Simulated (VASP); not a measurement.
# CaO (Fm-3m) in VASP: a series of runs

CaO is run at these levels: r2SCAN; tasks: single point.

Everything below comes from runs of VASP 6.6.1. Logs are shortened: lines on timing, memory, paths and dates and some standing lists are left out, and cuts for length are marked.

## 1. The cell of the first run

Symmetry: Fm-3m, No. 225, cubic system. Conventional cell: a = 4.795 Å, b = 4.795 Å, c = 4.795 Å, α = 90.00°, β = 90.00°, γ = 90.00°. Within 3.2 Å of Ca (site symmetry m-3m) lie 6 O at 2.40 Å. O (site symmetry m-3m) has 6 Ca at 2.40 Å within 3.2 Å.

## 2. Single point, r2SCAN

POSCAR reads:

```
CaO
1.0
    0.0000000000      2.3974452313      2.3974452313
    2.3974452313      0.0000000000      2.3974452313
    2.3974452313      2.3974452313      0.0000000000
Ca O
1 1
Direct
    0.0000000000      0.0000000000      0.0000000000
    0.5000000000      0.5000000000      0.5000000000
```

INCAR.step1 reads:

```
SYSTEM = CaO
PREC = Accurate
ENCUT = 910
ISMEAR = 0
SIGMA = 0.02
LREAL = .FALSE.
LASPH = .TRUE.
NELM = 120
NBANDS = 15
GGA = PE
ALGO = Normal
EDIFF = 1E-5
LWAVE = .TRUE.
LCHARG = .FALSE.
GGA_COMPAT = .FALSE.
```

INCAR.step2 reads:

```
SYSTEM = CaO
PREC = Accurate
ENCUT = 910
EDIFF = 1E-6
ISMEAR = 0
SIGMA = 0.02
LREAL = .FALSE.
LASPH = .TRUE.
NELM = 120
ALGO = Normal
ISIF = 2
LWAVE = .FALSE.
LCHARG = .TRUE.
METAGGA = R2SCAN
LMIXTAU = .TRUE.
LELF = .TRUE.
LVHAR = .TRUE.
NBANDS = 15
ISTART = 1
GGA_COMPAT = .FALSE.
```

KPOINTS reads:

```
regular mesh
0
G
  8 8 8
  0 0 0
```

Potentials or basis: VASP PAW PBE potentials, release 64 (Ca_sv, O_h).

Command:

```sh
$ cat potpaw_PBE.64/Ca_sv/POTCAR potpaw_PBE.64/O_h/POTCAR > POTCAR
$ cp INCAR.step1 INCAR
$ mpirun -np 1 vasp_std > vasp.out
$ cp INCAR.step2 INCAR
$ mpirun -np 1 vasp_std > vasp.out
```

OUTCAR:

```text
SYSTEM = CaO
   PREC = Accurate
   ENCUT = 910
   EDIFF = 1E-6
   ISMEAR = 0
   LREAL = .FALSE.
   LASPH = .TRUE.
   NELM = 120
   ISIF = 2
   METAGGA = R2SCAN
   ISTART = 1

 ion  position               nearest neighbor table
   1  0.000  0.000  0.000-
   2  0.500  0.500  0.500-

  LATTYP: Found a face centered cubic cell.
 ALAT       =     4.7948904626

  Lattice vectors:

 A1 = (   0.0000000000,   2.3974452313,   2.3974452313)
 A2 = (   2.3974452313,   0.0000000000,   2.3974452313)
 A3 = (   2.3974452313,   2.3974452313,   0.0000000000)

Analysis of symmetry for initial positions (statically):
=====================================================================
 Subroutine PRICEL returns:
 Original cell was already a primitive cell.

 Routine SETGRP: Setting up the symmetry group for a
 face centered cubic supercell.

 Subroutine GETGRP returns: Found 48 space group operations
 (whereof 48 operations were pure point group operations)
 out of a pool of 48 trial point group operations.

The static configuration has the point symmetry O_h .

Analysis of symmetry for dynamics (positions and initial velocities):
=====================================================================
 Subroutine PRICEL returns:
 Original cell was already a primitive cell.

 Routine SETGRP: Setting up the symmetry group for a
 face centered cubic supercell.

 Subroutine GETGRP returns: Found 48 space group operations
 (whereof 48 operations were pure point group operations)
 out of a pool of 48 trial point group operations.

The dynamic configuration has the point symmetry O_h .

 Subroutine INISYM returns: Found 48 space group operations
 (whereof 48 operations are pure point group operations),
 and found     1 'primitive' translations

----------------------------------------------------------------------------------------

                                     Primitive cell

  volume of cell :      27.5598

  direct lattice vectors                    reciprocal lattice vectors
     0.000000000  2.397445231  2.397445231    -0.208555338  0.208555338  0.208555338
     2.397445231  0.000000000  2.397445231     0.208555338 -0.208555338  0.208555338
     2.397445231  2.397445231  0.000000000     0.208555338  0.208555338 -0.208555338

  length of vectors
     3.390499561  3.390499561  3.390499561     0.361228441  0.361228441  0.361228441

  position of ions in fractional coordinates (direct lattice)
     0.000000000  0.000000000  0.000000000
     0.500000000  0.500000000  0.500000000

  ion indices of the primitive-cell ions
   primitive index   ion index
                 1           1
                 2           2

----------------------------------------------------------------------------------------

 KPOINTS: regular mesh

Automatic generation of k-mesh.
 Grid dimensions read from file:
 generate k-points for:    8    8    8

 Generating k-lattice:

  Cartesian coordinates                     Fractional coordinates (reciprocal lattice)
    -0.026069417  0.026069417  0.026069417     0.125000000  0.000000000  0.000000000
     0.026069417 -0.026069417  0.026069417     0.000000000  0.125000000  0.000000000
     0.026069417  0.026069417 -0.026069417     0.000000000  0.000000000  0.125000000

  Length of vectors
     0.045153555  0.045153555  0.045153555

  Shift w.r.t. Gamma in fractional coordinates (k-lattice)
     0.000000000  0.000000000  0.000000000

 Subroutine IBZKPT returns following result:
 ===========================================

 Found     29 irreducible k-points:

 Following reciprocal coordinates:
            Coordinates               Weight
  0.000000  0.000000  0.000000      1.000000
  0.125000  0.000000  0.000000      8.000000
  0.250000  0.000000  0.000000      8.000000
  0.375000  0.000000  0.000000      8.000000
  0.500000  0.000000  0.000000      4.000000
  0.125000  0.125000  0.000000      6.000000
[... 16 lines left out ...]
  0.500000  0.250000  0.125000     48.000000
 -0.375000  0.250000  0.125000     24.000000
 [... further k-points ...]
   k-points           NKPTS =     29   k-points in BZ     NKDIM =     29   number of bands    NBANDS=     15
   number of dos      NEDOS =    301   number of ions     NIONS =      2
   total plane-waves  NPLWV =  46656
   dimension x,y,z NGX =    36 NGY =   36 NGZ =   36
   dimension x,y,z NGXF=    72 NGYF=   72 NGZF=   72
   ions per type =               1   1
   NGX,Y,Z   is equivalent  to a cutoff of  17.65, 17.65, 17.65 a.u.
   NGXF,Y,Z  is equivalent  to a cutoff of  35.30, 35.30, 35.30 a.u.
 SYSTEM =  CaO
   PREC   = accura    normal or accurate (medium, high low for compatibility)
   ISTART =      1    job   : 0-new  1-cont  2-samecut
   ICHARG =      0    charge: 1-file 2-atom 10-const
   ISPIN  =      1    spin polarized calculation?
   LNONCOLLINEAR =      F non collinear calculations
   LSORBIT =      F    spin-orbit coupling
   LASPH  =      T    aspherical Exc in radial PAW
   ENCUT  =  910.0 eV  66.88 Ry    8.18 a.u.   8.34  8.34  8.34*2*pi/ulx,y,z
   NELM   =    120;   NELMIN=  2; NELMDL=  0     # of ELM steps
   EDIFF  = 0.1E-05   stopping-criterion for ELM
   LREAL  =      F    real-space projection
   EDIFFG = 0.1E-04   stopping-criterion for IOM
   NSW    =      0    number of steps for IOM
   IBRION =     -1    ionic relax: 0-MD 1-quasi-New 2-CG
   NFREE  =      0    steps in history (QN), initial steepest desc. (CG)
   ISIF   =      2    stress and relaxation
   ISYM   =      2    0-nonsym 1-usesym 2-fastsym
   POTIM  = 0.5000    time-step for ionic-motion
   TEBEG  =    0.0;   TEEND  =   0.0 temperature during run
   PSTRESS=    0.0 pullay stress
   NELECT =      16.0000    total number of electrons
   NUPDOWN=      -1.0000    fix difference up-down
   EMIN   =  10.00;   EMAX   =-10.00  energy-range for DOS
   EFERMI =   0.00;   METHOD = LEGACY
   ISMEAR =     0;   SIGMA  =   0.02  broadening in eV -4-tet -1-fermi 0-gaus
   EFERMI_NEDOS =   21; number of points for ismear=-14 and -15
   IALGO  =     38    algorithm
   IMIX   =      4    mixing-type and parameters
     AMIX     =   0.40;   BMIX     =  1.00
     AMIX_MAG =   1.60;   BMIX_MAG =  1.00
  volume/ion in A,a.u.               =      13.78        92.99
  Fermi-wavevector in a.u.,A,eV,Ry     =   1.365703  2.580804 25.376819  1.865144
  Thomas-Fermi vector in A             =   2.491908
   LORBIT       =      0    0 simple, 1 ext, 2 COOP (PROOUT), +10 PAW based schemes
   METAGGA = R2SCAN    functional components
   LHFCALC =     F    Hartree Fock is set to
   AEXX    =    0.0000 exact exchange contribution
   IVDW    =     0    specifies the selected vdW correction
   LEPSILON=     F    determine dielectric tensor
   LRPA    =     F    only Hartree local field effects (RPA)
 non-spin polarized calculation
 Gauss-broadening in eV      SIGMA  =   0.02
  energy-cutoff  :      910.00
  volume of cell :       27.56
 maximum number of plane-waves:      1759
 NGX is ok and might be reduce to    36
   NGX = 17   NGY = 17   NGZ = 17

 number of electron      16.0000000 magnetization

 Free energy of the ion-electron system (eV)
  ---------------------------------------------------
  ext. energy  EPLUGINS =         0.00000000
  ---------------------------------------------------
  free energy    TOTEN  =       -19.46346783 eV

  energy without entropy =      -19.46346783  energy(sigma->0) =      -19.46346783

 E-fermi :   2.5016     XC(G=0): -11.1152

 val. band max:        2.3320373127   @ k =   0.0000   0.0000   0.0000
 cond. band min:       6.5233180979   @ k =   0.5000   0.5000   0.0000
 fundamental gap:      4.1912807851
 Fermi energy:         2.5016397529

 k-point     1 :       0.0000    0.0000    0.0000
  band No.  band energies     occupation
      1     -36.6922      2.00000
      2     -16.5790      2.00000
      3     -16.5790      2.00000
      4     -16.5790      2.00000
      5     -14.1572      2.00000
      6       2.3320      2.00000
      7       2.3320      2.00000
      8       2.3320      2.00000
      9       7.8206      0.00000
     10       9.2070      0.00000
     11       9.2070      0.00000
     12       9.2070      0.00000
     13      10.8162      0.00000
     14      10.8162      0.00000
     15      18.1559      0.00000

 k-point     2 :       0.1250    0.0000    0.0000
  band No.  band energies     occupation
      1     -36.6770      2.00000
      2     -16.8284      2.00000
      3     -16.5866      2.00000
      4     -16.5866      2.00000
      5     -13.8989      2.00000
      6       1.8161      2.00000
      7       2.1223      2.00000
      8       2.1223      2.00000
      9       8.5020      0.00000
     10       9.1626      0.00000
     11       9.4802      0.00000
     12       9.4802      0.00000
     13      11.1931      0.00000
     14      11.1931      0.00000
     15      18.7641      0.00000

 k-point     3 :       0.2500    0.0000    0.0000
  band No.  band energies     occupation
      1     -36.6401      2.00000
      2     -17.3019      2.00000
      3     -16.6049      2.00000
      4     -16.6049      2.00000
      5     -13.4023      2.00000
      6       0.8236      2.00000
      7       1.6695      2.00000
      8       1.6695      2.00000
      9       9.2371      0.00000
     10       9.9814      0.00000
     11      10.1983      0.00000
     12      10.1983      0.00000
     13      12.1044      0.00000
     14      12.1044      0.00000
     15      19.1677      0.00000
[... 343 lines left out ...]
 k-point    23 :       0.5000    0.2500    0.1250
  band No.  band energies     occupation
      1     -36.5837      2.00000
      2     -17.5001      2.00000
      3     -16.8053      2.00000
      4     -16.6789      2.00000
      5     -13.2143      2.00000
      6       0.3456      2.00000
      7       1.2576      2.00000
      8       1.4984      2.00000
      9       8.8346      0.00000
     10      10.5550      0.00000
     11      11.5279      0.00000
     12      11.6749      0.00000
     13      13.0706      0.00000
     14      14.3257      0.00000
     15      18.2022      0.00000

 k-point    24 :      -0.3750    0.2500    0.1250
  band No.  band energies     occupation
      1     -36.5714      2.00000
      2     -17.5652      2.00000
      3     -16.8196      2.00000
      4     -16.7056      2.00000
      5     -13.1572      2.00000
      6       0.2974      2.00000
      7       1.2079      2.00000
      8       1.2705      2.00000
      9       9.7429      0.00000
     10       9.8332      0.00000
     11      11.8289      0.00000
     12      12.0609      0.00000
     13      13.3680      0.00000
     14      15.1394      0.00000
     15      17.3052      0.00000

 [... further k-points ...]
[... 5 lines left out ...]
  --------------------------------------------------------------------------------------
  -------------------------------------------------------------------------------------
  Total        0.1566419      0.1566419      0.1566419     -0.0000000      0.0000000     -0.0000000
  in kB        9.1063095      9.1063095      9.1063095     -0.0000000      0.0000000     -0.0000000
  external PRESSURE =       9.1063095 kB  Pullay stress =       0.0000000 kB

 VOLUME and BASIS-vectors are now :
 -----------------------------------------------------------------------------
  energy-cutoff  :      910.00
  volume of cell :       27.56
      direct lattice vectors                 reciprocal lattice vectors
     0.000000000  2.397445231  2.397445231    -0.208555338  0.208555338  0.208555338
     2.397445231  0.000000000  2.397445231     0.208555338 -0.208555338  0.208555338
     2.397445231  2.397445231  0.000000000     0.208555338  0.208555338 -0.208555338

 POSITION                                       TOTAL-FORCE (eV/Angst)
 -----------------------------------------------------------------------------------
      0.00000      0.00000      0.00000         0.000000     -0.000000     -0.000000
      2.39745      2.39745      2.39745        -0.000000      0.000000      0.000000
 -----------------------------------------------------------------------------------
    total drift:                                0.000000      0.000000      0.000000

  FREE ENERGIE OF THE ION-ELECTRON SYSTEM (eV)
  ---------------------------------------------------
  free  energy   TOTEN  =       -19.4634678263 eV

  energy  without entropy=      -19.4634678263  energy(sigma->0) =      -19.46346783
```

Wall time 54 s (1 thread of Intel Xeon 6975P-C (Granite Rapids), shared host); peak memory 0.23 GiB.

What came out:

| Quantity | Value |
| --- | --- |
| Free energy | -19.4635 eV |
| Pressure | 0.9 GPa |
| Band gap on the k mesh | 4.19 eV (least direct gap 4.56 eV) |

Caveat: the cutoff is under 1.25 times the usual one of these potentials, so pressure, stress and relaxed cells hold a basis-set (Pulay) error; the PAW data sets were made with another functional, which shifts forces and pressure a little. A k mesh can miss the band edges.

## 3. Single point, r2SCAN (12.13 Å³/atom)

This run uses another cell than the first one, of 12.13 Å³/atom.

POSCAR reads:

```
CaO
1.0
    0.0000000000      2.2974333375      2.2974333375
    2.2974333375      0.0000000000      2.2974333375
    2.2974333375      2.2974333375      0.0000000000
Ca O
1 1
Direct
    0.0000000000      0.0000000000      0.0000000000
    0.5000000000      0.5000000000      0.5000000000
```

INCAR.step1 reads:

```
  PREC = Accurate
  ENCUT = 910
  ISMEAR = 0
  SIGMA = 0.02
  LREAL = F
  LASPH = T
  NELM = 120
  NBANDS = 15
  GGA = PE
  ALGO = Normal
  EDIFF = 1E-5
  LWAVE = T
  LCHARG = F
  GGA_COMPAT = F
```

INCAR.step2 reads:

```
  PREC = Accurate
  ENCUT = 910
  EDIFF = 1E-6
  ISMEAR = 0
  SIGMA = 0.02
  LREAL = F
  LASPH = T
  NELM = 120
  ALGO = Normal
  ISIF = 2
  LWAVE = F
  LCHARG = F
  METAGGA = R2SCAN
  LMIXTAU = T
  NBANDS = 15
  ISTART = 1
  GGA_COMPAT = F
```

KPOINTS reads:

```
regular mesh
0
Gamma
  8 8 8
```

Potentials or basis: VASP PAW PBE potentials, release 64 (Ca_sv, O_h).

Command:

```sh
$ cat potpaw_PBE.64/Ca_sv/POTCAR potpaw_PBE.64/O_h/POTCAR > POTCAR
$ cp INCAR.step1 INCAR
$ mpirun -np 1 vasp_std > vasp.out
$ cp INCAR.step2 INCAR
$ mpirun -np 1 vasp_std > vasp.out
```

Run time: 57 s. Hardware: 1 thread of AMD EPYC 7R13 (Zen 3), shared host; peak memory 0.17 GiB.

Results (log left out):

- Free energy: -19.2506 eV
- Pressure: 21.5 GPa
- Band gap on the k mesh: 4.11 eV (least direct gap 4.43 eV)

Levels at points of the mesh, in eV from the valence-band top:
```
           k point  band 6  band 7  band 8  band 9  band 10  band 11
(0.00, 0.00, 0.00)    0.00    0.00    0.00    6.66     7.17     7.17
(0.50, 0.00, 0.00)   -2.94   -1.50   -1.50    8.35     9.80     9.80
(0.50, 0.50, 0.00)   -1.17   -0.32   -0.32    4.11     9.83    10.41
```

Caveat: the cutoff is under 1.25 times the usual one of these potentials, so pressure, stress and relaxed cells hold a basis-set (Pulay) error; the cell stands under pressure; the PAW data sets were made with another functional, which shifts forces and pressure a little. r2SCAN opens gaps a little over a GGA but as a rule still falls short of measured ones.

## 4. Single point, r2SCAN (13.37 Å³/atom)

This run uses another cell than the first one, of 13.37 Å³/atom.

POSCAR reads:

```
CaO
1.0
    0.0000000000      2.3732269570      2.3732269570
    2.3732269570      0.0000000000      2.3732269570
    2.3732269570      2.3732269570      0.0000000000
Ca O
1 1
Direct
    0.0000000000      0.0000000000      0.0000000000
    0.5000000000      0.5000000000      0.5000000000
```

INCAR.step1 reads:

```
PREC = Accurate
ENCUT = 910
ISMEAR = 0
SIGMA = 0.02
LREAL = False
LASPH = True
NELM = 120
NBANDS = 15
GGA = PE
ALGO = Normal
EDIFF = 1E-5
LWAVE = True
LCHARG = False
GGA_COMPAT = False
```

INCAR.step2 reads:

```
PREC = Accurate
ENCUT = 910
EDIFF = 1E-6
ISMEAR = 0
SIGMA = 0.02
LREAL = False
LASPH = True
NELM = 120
ALGO = Normal
ISIF = 2
LWAVE = False
LCHARG = False
METAGGA = R2SCAN
LMIXTAU = True
NBANDS = 15
ISTART = 1
GGA_COMPAT = False
```

KPOINTS reads:

```
Automatic mesh
0
Gamma
  8 8 8
```

Command:

```sh
$ cat potpaw_PBE.64/Ca_sv/POTCAR potpaw_PBE.64/O_h/POTCAR > POTCAR
$ cp INCAR.step1 INCAR
$ mpirun -np 1 vasp_std > vasp.out
$ cp INCAR.step2 INCAR
$ mpirun -np 1 vasp_std > vasp.out
```

It took 52 s on 1 thread of Intel Xeon 6975P-C (Granite Rapids), shared host; peak memory 0.22 GiB.

Results (log left out):

```
Free energy            : -19.4475 eV
Pressure               : 4.9 GPa
Band gap on the k mesh : 4.18 eV (least direct gap 4.54 eV)
```

Levels at points of the mesh, in eV from the valence-band top:
```tsv
k point	band 6	band 7	band 8	band 9	band 10	band 11
(0.00, 0.00, 0.00)	0.00	0.00	0.00	5.75	6.95	6.95
(0.50, 0.00, 0.00)	-2.69	-1.27	-1.27	7.88	9.26	9.26
(0.50, 0.50, 0.00)	-1.27	-0.36	-0.36	4.18	9.05	9.85
```

Caveat: the cutoff is under 1.25 times the usual one of these potentials, so pressure, stress and relaxed cells hold a basis-set (Pulay) error; the cell stands under pressure; the PAW data sets were made with another functional, which shifts forces and pressure a little. A k mesh can miss the band edges.

## 5. Single point, r2SCAN (12.54 Å³/atom)

This run uses another cell than the first one, of 12.54 Å³/atom.

POSCAR reads:

```
CaO
1.0
    0.0000000000      2.3232493560      2.3232493560
    2.3232493560      0.0000000000      2.3232493560
    2.3232493560      2.3232493560      0.0000000000
Ca O
1 1
Direct
    0.0000000000      0.0000000000      0.0000000000
    0.5000000000      0.5000000000      0.5000000000
```

INCAR.step1 reads:

```
SYSTEM = CaO
ALGO = Normal ; EDIFF = 1E-5
ENCUT = 910 ; GGA = PE
GGA_COMPAT = .FALSE. ; ISMEAR = 0
LASPH = .TRUE. ; LCHARG = .FALSE.
LREAL = .FALSE. ; LWAVE = .TRUE.
NBANDS = 15 ; NELM = 120
PREC = Accurate ; SIGMA = 0.02
```

INCAR.step2 reads:

```
SYSTEM = CaO
ALGO = Normal ; EDIFF = 1E-6
ENCUT = 910 ; GGA_COMPAT = .FALSE.
ISIF = 2 ; ISMEAR = 0
ISTART = 1 ; LASPH = .TRUE.
LCHARG = .TRUE. ; LELF = .TRUE.
LMIXTAU = .TRUE. ; LREAL = .FALSE.
LVHAR = .TRUE. ; LWAVE = .FALSE.
METAGGA = R2SCAN ; NBANDS = 15
NELM = 120 ; PREC = Accurate
SIGMA = 0.02
```

KPOINTS reads:

```
k-points
0
G
  8 8 8
  0 0 0
```

Command:

```sh
$ cat potpaw_PBE.64/Ca_sv/POTCAR potpaw_PBE.64/O_h/POTCAR > POTCAR
$ cp INCAR.step1 INCAR
$ mpirun -np 1 vasp_std > vasp.out
$ cp INCAR.step2 INCAR
$ mpirun -np 1 vasp_std > vasp.out
```

It took 36 s on 1 thread of Intel Xeon 6975P-C (Granite Rapids), shared host; peak memory 0.19 GiB.

It converged, with:

```yaml
Free_energy: -19.3452 eV
Pressure: 14.9 GPa
Band_gap_on_the_k_mesh: 4.14 eV (least direct gap 4.48 eV)
```

Levels at points of the mesh, in eV from the valence-band top:
```
           k point  band 4  band 5  band 6  band 7  band 8  band 9  band 10  band 11  band 12  band 13
(0.00, 0.00, 0.00)  -18.45  -16.67    0.00    0.00    0.00    6.34     7.10     7.10     7.10     8.88
(0.50, 0.00, 0.00)  -18.51  -14.87   -2.85   -1.42   -1.42    8.19     9.62     9.62    10.06    12.09
(0.50, 0.50, 0.00)  -18.77  -16.48   -1.22   -0.34   -0.34    4.14     9.56    10.22    10.95    10.95
```

Caveat: the cutoff is under 1.25 times the usual one of these potentials, so pressure, stress and relaxed cells hold a basis-set (Pulay) error; the cell stands under pressure; the PAW data sets were made with another functional, which shifts forces and pressure a little. A k mesh can miss the band edges.

## 6. Overview

| cell | gap on the mesh (eV) | pressure (GPa) |
| --- | --- | --- |
| a = 3.390 Å, angles 60.0°, 2 atoms | 4.19 | 0.9 |
| a = 3.249 Å, angles 60.0°, 2 atoms | 4.11 | 21.5 |
| a = 3.356 Å, angles 60.0°, 2 atoms | 4.18 | 4.9 |
| a = 3.286 Å, angles 60.0°, 2 atoms | 4.14 | 14.9 |

Alike in all rows: task single point; level r2SCAN; potentials or basis VASP PAW PBE potentials, release 64 (Ca_sv, O_h); no spin polarisation; k mesh 8 × 8 × 8; cutoff (eV) 910; smearing gaussian 0.02 eV.

Caveats: the cutoff is under 1.25 times the usual one of these potentials, so pressure, stress and relaxed cells hold a basis-set (Pulay) error; the PAW data sets were made with another functional, which shifts forces and pressure a little; the cell stands under pressure (at least some runs).

Absolute energies hang on the potentials; compare differences alone.
